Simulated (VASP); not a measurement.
# P in VASP: a series of runs

Runs on P. Level: PBE. Tasks: single point.

Program: VASP 6.6.1. These are calculated values, not measurements. Logs are shortened: lines on timing, memory, paths and dates and some standing lists are left out, and cuts for length are marked.

## (1) The cell of the first run

The cell holds a slab with vacuum, 4 atoms: a = 3.154 Å, b = 33.294 Å, c = 4.426 Å, α = 90.00°, β = 90.00°, γ = 90.00°.

## (2) Single point, PBE

INCAR reads:

```
PREC = Accurate ; ENCUT = 520
EDIFF = 1E-6 ; ISMEAR = 0
SIGMA = 0.02 ; LREAL = False
LASPH = True ; NELM = 60
ALGO = Normal ; ISIF = 2
LWAVE = False ; LCHARG = False
GGA = PE ; NBANDS = 18
```

KPOINTS reads:

```
regular mesh
0
Gamma
  8 1 6
```

POSCAR reads:

```
P
1.0
    3.1544792199      0.0000000000      0.0000000000
    0.0000000000     33.2941325440      0.0000000000
    0.0000000000      0.0000000000      4.4263956270
P
4
Direct
    0.0000000000      0.9678328181      0.5795005112
    0.0000000000      0.0321671819      0.4204994888
    0.5000000000      0.0321671819      0.0795005112
    0.5000000000      0.9678328181      0.9204994888
```

Potentials or basis: VASP PAW PBE potentials, release 64 (P).

The run is started by

```
cat potpaw_PBE.64/P/POTCAR > POTCAR
mpirun -np 1 vasp_std > vasp.out
```

OUTCAR:

```text
PREC = Accurate
   ENCUT = 520
   EDIFF = 1E-6
   ISMEAR = 0
   LREAL = False
   LASPH = True
   NELM = 60
   ISIF = 2
   GGA = PE

 ion  position               nearest neighbor table
   1  0.000  0.968  0.580-   4 2.18   4 2.18   2 2.25
   2  0.000  0.032  0.420-   3 2.18   3 2.18   1 2.25
   3  0.500  0.032  0.080-   2 2.18   2 2.18   4 2.25
   4  0.500  0.968  0.920-   1 2.18   1 2.18   3 2.25

  LATTYP: Found a simple orthorhombic cell.
 ALAT       =     3.1544792199
 B/A-ratio  =     1.4032096325
 C/A-ratio  =    10.5545575745

  Lattice vectors:

 A1 = (  -3.1544792199,   0.0000000000,   0.0000000000)
 A2 = (   0.0000000000,   0.0000000000,   4.4263956270)
 A3 = (   0.0000000000,  33.2941325440,   0.0000000000)

Analysis of symmetry for initial positions (statically):
=====================================================================
 Subroutine PRICEL returns:
 Original cell was already a primitive cell.

 Routine SETGRP: Setting up the symmetry group for a
 simple orthorhombic supercell.

 Subroutine GETGRP returns: Found  8 space group operations
 (whereof  4 operations were pure point group operations)
 out of a pool of  8 trial point group operations.

The static configuration has the point symmetry C_2h.
 The point group associated with its full space group is D_2h.

Analysis of symmetry for dynamics (positions and initial velocities):
=====================================================================
 Subroutine PRICEL returns:
 Original cell was already a primitive cell.

 Routine SETGRP: Setting up the symmetry group for a
 simple orthorhombic supercell.

 Subroutine GETGRP returns: Found  8 space group operations
 (whereof  4 operations were pure point group operations)
 out of a pool of  8 trial point group operations.

The dynamic configuration has the point symmetry C_2h.
 The point group associated with its full space group is D_2h.

 Subroutine INISYM returns: Found  8 space group operations
 (whereof  4 operations are pure point group operations),
 and found     1 'primitive' translations

----------------------------------------------------------------------------------------

                                     Primitive cell

  volume of cell :     464.8851

  direct lattice vectors                    reciprocal lattice vectors
     3.154479220  0.000000000  0.000000000     0.317009538  0.000000000  0.000000000
     0.000000000 33.294132544  0.000000000     0.000000000  0.030035322  0.000000000
     0.000000000  0.000000000  4.426395627     0.000000000  0.000000000  0.225917447

  length of vectors
     3.154479220 33.294132544  4.426395627     0.317009538  0.030035322  0.225917447

  position of ions in fractional coordinates (direct lattice)
     0.000000000  0.967832818  0.579500511
     0.000000000  0.032167182  0.420499489
     0.500000000  0.032167182  0.079500511
     0.500000000  0.967832818  0.920499489

  ion indices of the primitive-cell ions
   primitive index   ion index
                 1           1
                 2           2
                 3           3
                 4           4

----------------------------------------------------------------------------------------

 KPOINTS: regular mesh

Automatic generation of k-mesh.
 Grid dimensions read from file:
 generate k-points for:    8    1    6

 Generating k-lattice:

  Cartesian coordinates                     Fractional coordinates (reciprocal lattice)
     0.039626192  0.000000000  0.000000000     0.125000000  0.000000000  0.000000000
     0.000000000  0.030035322  0.000000000     0.000000000  1.000000000  0.000000000
     0.000000000  0.000000000  0.037652908     0.000000000  0.000000000  0.166666667

  Length of vectors
     0.039626192  0.030035322  0.037652908

  Shift w.r.t. Gamma in fractional coordinates (k-lattice)
     0.000000000  0.000000000  0.000000000

 Subroutine IBZKPT returns following result:
 ===========================================

 Found     20 irreducible k-points:

 Following reciprocal coordinates:
            Coordinates               Weight
  0.000000  0.000000  0.000000      1.000000
  0.125000  0.000000  0.000000      2.000000
  0.250000  0.000000  0.000000      2.000000
  0.375000  0.000000  0.000000      2.000000
  0.500000  0.000000  0.000000      1.000000
  0.000000  0.000000  0.166667      2.000000
[... 12 lines left out ...]
  0.375000  0.000000  0.500000      2.000000
  0.500000  0.000000  0.500000      1.000000
   k-points           NKPTS =     20   k-points in BZ     NKDIM =     20   number of bands    NBANDS=     18
   number of dos      NEDOS =    301   number of ions     NIONS =      4
   total plane-waves  NPLWV = 216000
   dimension x,y,z NGX =    24 NGY =  250 NGZ =   36
   dimension x,y,z NGXF=    48 NGYF=  500 NGZF=   72
   ions per type =               4
   NGX,Y,Z   is equivalent  to a cutoff of  12.65, 12.48, 13.52 a.u.
   NGXF,Y,Z  is equivalent  to a cutoff of  25.30, 24.97, 27.04 a.u.
 SYSTEM =  unknown system
   PREC   = accura    normal or accurate (medium, high low for compatibility)
   ISTART =      0    job   : 0-new  1-cont  2-samecut
   ICHARG =      2    charge: 1-file 2-atom 10-const
   ISPIN  =      1    spin polarized calculation?
   LNONCOLLINEAR =      F non collinear calculations
   LSORBIT =      F    spin-orbit coupling
   LASPH  =      T    aspherical Exc in radial PAW
   ENCUT  =  520.0 eV  38.22 Ry    6.18 a.u.   5.87 61.91  8.23*2*pi/ulx,y,z
   NELM   =     60;   NELMIN=  2; NELMDL= -5     # of ELM steps
   EDIFF  = 0.1E-05   stopping-criterion for ELM
   LREAL  =      F    real-space projection
   EDIFFG = 0.1E-04   stopping-criterion for IOM
   NSW    =      0    number of steps for IOM
   IBRION =     -1    ionic relax: 0-MD 1-quasi-New 2-CG
   NFREE  =      0    steps in history (QN), initial steepest desc. (CG)
   ISIF   =      2    stress and relaxation
   ISYM   =      2    0-nonsym 1-usesym 2-fastsym
   POTIM  = 0.5000    time-step for ionic-motion
   TEBEG  =    0.0;   TEEND  =   0.0 temperature during run
   PSTRESS=    0.0 pullay stress
   NELECT =      20.0000    total number of electrons
   NUPDOWN=      -1.0000    fix difference up-down
   EMIN   =  10.00;   EMAX   =-10.00  energy-range for DOS
   EFERMI =   0.00;   METHOD = LEGACY
   ISMEAR =     0;   SIGMA  =   0.02  broadening in eV -4-tet -1-fermi 0-gaus
   EFERMI_NEDOS =   21; number of points for ismear=-14 and -15
   IALGO  =     38    algorithm
   IMIX   =      4    mixing-type and parameters
     AMIX     =   0.40;   BMIX     =  1.00
     AMIX_MAG =   1.60;   BMIX_MAG =  1.00
  volume/ion in A,a.u.               =     116.22       784.30
  Fermi-wavevector in a.u.,A,eV,Ry     =   0.573636  1.084015  4.477107  0.329058
  Thomas-Fermi vector in A             =   1.614998
   LORBIT       =      0    0 simple, 1 ext, 2 COOP (PROOUT), +10 PAW based schemes
   GGA     = PE    functional components
   LHFCALC =     F    Hartree Fock is set to
   AEXX    =    0.0000 exact exchange contribution
   IVDW    =     0    specifies the selected vdW correction
   LEPSILON=     F    determine dielectric tensor
   LRPA    =     F    only Hartree local field effects (RPA)
 non-spin polarized calculation
 Gauss-broadening in eV      SIGMA  =   0.02
  energy-cutoff  :      520.00
  volume of cell :      464.89
 maximum number of plane-waves:     12564
 NGX is ok and might be reduce to    24
   NGX = 11   NGY =123   NGZ = 17

 number of electron      20.0000000 magnetization

 Free energy of the ion-electron system (eV)
  ---------------------------------------------------
  ext. energy  EPLUGINS =         0.00000000
  ---------------------------------------------------
  free energy    TOTEN  =       -21.29999634 eV

  energy without entropy =      -21.29999634  energy(sigma->0) =      -21.29999634

 E-fermi :  -3.0211     XC(G=0):  -1.9293

 val. band max:       -3.1052809397   @ k =   0.0000   0.0000   0.0000
 cond. band min:      -2.6426024709   @ k =   0.0000   0.0000   0.0000
 fundamental gap:      0.4626784689
 Fermi energy:        -3.0211049689

 k-point     1 :       0.0000    0.0000    0.0000
  band No.  band energies     occupation
      1     -18.4999      2.00000
      2     -15.9554      2.00000
      3     -12.0593      2.00000
      4      -9.1015      2.00000
      5      -8.0764      2.00000
      6      -7.7298      2.00000
[... 10 lines left out ...]
     17       1.8006      0.00000
     18       1.9628      0.00000

 k-point     2 :       0.1250    0.0000    0.0000
  band No.  band energies     occupation
      1     -18.2925      2.00000
      2     -15.7416      2.00000
      3     -12.1044      2.00000
      4      -8.9346      2.00000
      5      -7.8889      2.00000
      6      -7.8036      2.00000
[... 10 lines left out ...]
     17       2.0372      0.00000
     18       2.1774      0.00000

 k-point     3 :       0.2500    0.0000    0.0000
  band No.  band energies     occupation
      1     -17.6758      2.00000
      2     -15.1033      2.00000
      3     -12.5578      2.00000
      4      -8.8844      2.00000
      5      -8.4710      2.00000
      6      -8.4051      2.00000
[... 10 lines left out ...]
     17       2.1816      0.00000
     18       2.7438      0.00000

 k-point     4 :       0.3750    0.0000    0.0000
  band No.  band energies     occupation
      1     -16.6709      2.00000
      2     -14.0502      2.00000
      3     -13.8090      2.00000
      4     -10.8155      2.00000
      5      -8.4846      2.00000
      6      -7.9153      2.00000
[... 291 lines left out ...]
      4     -11.5551      2.00000
      5      -8.5562      2.00000
      6      -8.5562      2.00000
[... 10 lines left out ...]
     17       3.6709      0.00000
     18       3.6709      0.00000

 k-point    19 :       0.3750    0.0000    0.5000
  band No.  band energies     occupation
      1     -15.5648      2.00000
      2     -15.5648      2.00000
      3     -12.1349      2.00000
      4     -12.1349      2.00000
      5      -9.0696      2.00000
      6      -9.0696      2.00000
[... 10 lines left out ...]
     17       3.7638      0.00000
     18       3.7638      0.00000

 k-point    20 :       0.5000    0.0000    0.5000
  band No.  band energies     occupation
      1     -14.8649      2.00000
      2     -14.8649      2.00000
      3     -12.9610      2.00000
      4     -12.9610      2.00000
      5      -8.2179      2.00000
      6      -8.2179      2.00000
[... 10 lines left out ...]
     17       3.0261      0.00000
     18       3.0261      0.00000

------------------------ aborting loop because EDIFF is reached ----------------------------------------

  FORCE on cell =-STRESS in cart. coord.  units (eV):
  Direction    XX          YY          ZZ          XY          YZ          ZX
  --------------------------------------------------------------------------------------
  -------------------------------------------------------------------------------------
  Total        5.6291057     -0.1602620      1.8759512      0.0000000      0.0000000      0.0000000
  in kB       19.4001186     -0.5523262      6.4652678      0.0000000      0.0000000      0.0000000
  external PRESSURE =       8.4376868 kB  Pullay stress =       0.0000000 kB

 VOLUME and BASIS-vectors are now :
 -----------------------------------------------------------------------------
  energy-cutoff  :      520.00
  volume of cell :      464.89
      direct lattice vectors                 reciprocal lattice vectors
     3.154479220  0.000000000  0.000000000     0.317009538  0.000000000  0.000000000
     0.000000000 33.294132544  0.000000000     0.000000000  0.030035322  0.000000000
     0.000000000  0.000000000  4.426395627     0.000000000  0.000000000  0.225917447

 POSITION                                       TOTAL-FORCE (eV/Angst)
 -----------------------------------------------------------------------------------
      0.00000     32.22315      2.56510         0.000000      0.033893      0.048378
      0.00000      1.07098      1.86130        -0.000000     -0.033893     -0.048378
      1.57724      1.07098      0.35190         0.000000     -0.033893      0.048378
      1.57724     32.22315      4.07449        -0.000000      0.033893     -0.048378
 -----------------------------------------------------------------------------------
    total drift:                               -0.000000      0.000000     -0.000000

  FREE ENERGIE OF THE ION-ELECTRON SYSTEM (eV)
  ---------------------------------------------------
  free  energy   TOTEN  =       -21.2999963387 eV

  energy  without entropy=      -21.2999963387  energy(sigma->0) =      -21.29999634
```

It took 7.5 min on 1 thread of AMD EPYC 7R13, shared host; peak memory 0.5 GiB.

Results:

| Property | Result |
| --- | --- |
| Free energy | -21.3000 eV |
| Largest force | 0.059 eV/Å |
| Band gap on the k mesh | 0.46 eV, direct |

Forces on the atoms (eV/Å):
```
P    0.000  0.034  0.048
P    0.000 -0.034 -0.048
P    0.000 -0.034  0.048
P    0.000  0.034 -0.048
```

Levels at points of the mesh, in eV from the valence-band top:
```
           k point  band 8  band 9  band 10  band 11  band 12  band 13
(0.00, 0.00, 0.00)   -2.20   -1.21     0.00     0.46     2.21     3.53
(0.50, 0.00, 0.00)   -2.74   -2.02    -2.02     1.18     1.18     1.80
(0.00, 0.00, 0.50)   -1.96   -0.88    -0.88     2.70     2.70     3.56
(0.50, 0.00, 0.50)   -4.93   -1.31    -1.31     2.41     2.41     4.32
```

## (3) Single point, PBE (equal strain along all axes, cell held: -3.0 %, then relaxed in part)

INCAR reads:

```
SYSTEM = P
PREC = Accurate
ENCUT = 520
EDIFF = 1E-7
ISMEAR = 0
SIGMA = 0.02
LREAL = .False.
LASPH = .True.
NELM = 80
ALGO = Normal
ISIF = 2
LWAVE = .False.
LCHARG = .False.
GGA = PE
NBANDS = 18
```

KPOINTS reads:

```
Automatic mesh
0
Gamma
  8 1 6
  0 0 0
```

POSCAR reads:

```
P
1.0
    3.2040260140      0.0000000000      0.0000000000
    0.0000000000     33.8170770342      0.0000000000
    0.0000000000      0.0000000000      4.4959201656
P
4
Direct
    0.0000000000      0.9685021503      0.5828378330
    0.0000000000      0.0314978497      0.4171621670
    0.5000000000      0.0314978497      0.0828378330
    0.5000000000      0.9685021503      0.9171621670
```

Potentials or basis: VASP PAW PBE potentials, release 64 (P).

The run is started by

```
cat potpaw_PBE.64/P/POTCAR > POTCAR
mpirun -np 1 vasp_std > vasp.out
```

Run time: 9.2 min. Hardware: 1 thread of AMD EPYC 7R13, shared host; peak memory 0.5 GiB.

It converged, with:

```yaml
Free_energy: -21.3984 eV
Largest_force: 0.055 eV/Å
Band_gap_on_the_k_mesh: 0.63 eV, direct
```

Forces in eV/Å, atoms in the order of the input:
```
P    0.000  0.033  0.044
P    0.000 -0.033 -0.044
P    0.000 -0.033  0.044
P    0.000  0.033 -0.044
```

Levels at points of the mesh, in eV from the valence-band top:
```csv
k point,band 8,band 9,band 10,band 11,band 12,band 13
"(0.00, 0.00, 0.00)",-1.99,-1.38,0.00,0.63,2.04,3.25
"(0.50, 0.00, 0.00)",-2.72,-1.98,-1.98,1.21,1.21,1.95
"(0.00, 0.00, 0.50)",-2.15,-1.02,-1.02,2.54,2.54,3.56
"(0.50, 0.00, 0.50)",-4.78,-1.23,-1.23,2.42,2.42,4.14
```

Caveat: the cell differs from its parent crystal (equal strain along all axes, cell held: -3.0 %, then relaxed in part).

## (4) Single point, PBE

This run uses another cell than the first one, of 121.78 Å³/atom, 1.048 times its volume.

INCAR reads:

```
ALGO = Normal
EDIFF = 1E-6
ENCUT = 520
GGA = PE
ISIF = 2
ISMEAR = 0
LASPH = T
LCHARG = T
LELF = T
LREAL = F
LVHAR = T
LWAVE = F
NBANDS = 18
NELM = 60
PREC = Accurate
SIGMA = 0.02
```

KPOINTS reads:

```
k-points
0
Gamma
  8 1 6
```

POSCAR is that of step 3.

The run is started by

```
cat potpaw_PBE.64/P/POTCAR > POTCAR
mpirun -np 1 vasp_std > vasp.out
```

It took 7.8 min on 1 thread of AMD EPYC 7R13, shared host; peak memory 0.5 GiB.

The run converged. Its results:

```
Free energy            : -21.3984 eV
Largest force          : 0.055 eV/Å
Band gap on the k mesh : 0.63 eV, direct
```

Forces on the atoms (eV/Å):
```
P    0.000  0.033  0.044
P    0.000 -0.033 -0.044
P    0.000 -0.033  0.044
P    0.000  0.033 -0.044
```

Levels at points of the mesh, in eV from the valence-band top:
```csv
k point,band 7,band 8,band 9,band 10,band 11,band 12,band 13,band 14
"(0.00, 0.00, 0.00)",-3.00,-1.99,-1.38,0.00,0.63,2.04,3.25,3.79
"(0.50, 0.00, 0.00)",-2.72,-2.72,-1.98,-1.98,1.21,1.21,1.95,1.95
"(0.00, 0.00, 0.50)",-2.15,-2.15,-1.02,-1.02,2.54,2.54,3.56,3.56
"(0.50, 0.00, 0.50)",-4.78,-4.78,-1.23,-1.23,2.42,2.42,4.14,4.14
```

## (5) Single point, PBE (equal strain along all axes, cell held: -1.5 %, then relaxed in part)

INCAR reads:

```
SYSTEM = P
PREC = Accurate ; ENCUT = 520
EDIFF = 1E-7 ; ISMEAR = 0
SIGMA = 0.02 ; LREAL = .FALSE.
LASPH = .TRUE. ; NELM = 60
ALGO = Normal ; ISIF = 2
LWAVE = .FALSE. ; LCHARG = .FALSE.
GGA = PE ; NBANDS = 18
```

KPOINTS reads:

```
Automatic mesh
0
G
  8 1 6
  0 0 0
```

POSCAR reads:

```
P
1.0
    3.2535728080      0.0000000000      0.0000000000
    0.0000000000     34.3400215244      0.0000000000
    0.0000000000      0.0000000000      4.5654447043
P
4
Direct
    0.0000000000      0.9691626738      0.5860557252
    0.0000000000      0.0308373262      0.4139442748
    0.5000000000      0.0308373262      0.0860557252
    0.5000000000      0.9691626738      0.9139442748
```

Potentials or basis: VASP PAW PBE potentials, release 64 (P).

The run is started by

```
cat potpaw_PBE.64/P/POTCAR > POTCAR
mpirun -np 1 vasp_std > vasp.out
```

OUTCAR:

```text
SYSTEM = P
   PREC = Accurate
   ENCUT = 520
   EDIFF = 1E-7
   ISMEAR = 0
   LREAL = .FALSE.
   LASPH = .TRUE.
   NELM = 60
   ISIF = 2
   GGA = PE

 ion  position               nearest neighbor table
   1  0.000  0.969  0.586-   4 2.21   4 2.21   2 2.26
   2  0.000  0.031  0.414-   3 2.21   3 2.21   1 2.26
   3  0.500  0.031  0.086-   2 2.21   2 2.21   4 2.26
   4  0.500  0.969  0.914-   1 2.21   1 2.21   3 2.26

  LATTYP: Found a simple orthorhombic cell.
[... 613 lines left out ...]

  FORCE on cell =-STRESS in cart. coord.  units (eV):
  Direction    XX          YY          ZZ          XY          YZ          ZX
  --------------------------------------------------------------------------------------
  -------------------------------------------------------------------------------------
  Total        1.6133846     -0.1518919      0.3964328      0.0000000      0.0000000      0.0000000
  in kB        5.0676230     -0.4770907      1.2451910      0.0000000      0.0000000      0.0000000
  external PRESSURE =       1.9452411 kB  Pullay stress =       0.0000000 kB

 VOLUME and BASIS-vectors are now :
 -----------------------------------------------------------------------------
  energy-cutoff  :      520.00
  volume of cell :      510.09
      direct lattice vectors                 reciprocal lattice vectors
     3.253572808  0.000000000  0.000000000     0.307354425  0.000000000  0.000000000
     0.000000000 34.340021524  0.000000000     0.000000000  0.029120541  0.000000000
     0.000000000  0.000000000  4.565444704     0.000000000  0.000000000  0.219036713

 POSITION                                       TOTAL-FORCE (eV/Angst)
 -----------------------------------------------------------------------------------
      0.00000     33.28107      2.67561        -0.000000      0.032796      0.040343
      0.00000      1.05895      1.88984         0.000000     -0.032796     -0.040343
      1.62679      1.05895      0.39288         0.000000     -0.032796      0.040343
      1.62679     33.28107      4.17256         0.000000      0.032796     -0.040343
 -----------------------------------------------------------------------------------
    total drift:                               -0.000000      0.000000     -0.000000

  FREE ENERGIE OF THE ION-ELECTRON SYSTEM (eV)
  ---------------------------------------------------
  free  energy   TOTEN  =       -21.4528730642 eV

  energy  without entropy=      -21.4528730642  energy(sigma->0) =      -21.45287306
```

It took 8.5 min on 1 thread of AMD EPYC 7R13, shared host; peak memory 0.51 GiB.

Results:

- Free energy: -21.4529 eV
- Largest force: 0.052 eV/Å
- Band gap on the k mesh: 0.79 eV, direct

Forces on the atoms (eV/Å):
```
P    0.000  0.033  0.040
P    0.000 -0.033 -0.040
P    0.000 -0.033  0.040
P    0.000  0.033 -0.040
```

Levels at points of the mesh, in eV from the valence-band top:
```tsv
k point	band 7	band 8	band 9	band 10	band 11	band 12	band 13	band 14
(0.00, 0.00, 0.00)	-3.14	-1.80	-1.55	0.00	0.79	1.86	2.97	3.54
(0.50, 0.00, 0.00)	-2.70	-2.70	-1.95	-1.95	1.24	1.24	2.08	2.08
(0.00, 0.00, 0.50)	-2.33	-2.33	-1.15	-1.15	2.33	2.33	3.60	3.60
(0.50, 0.00, 0.50)	-4.66	-4.66	-1.16	-1.16	2.42	2.42	3.97	3.97
```

Caveat: the cell differs from its parent crystal (equal strain along all axes, cell held: -1.5 %, then relaxed in part).

(Part 1 of 2 ends here.)
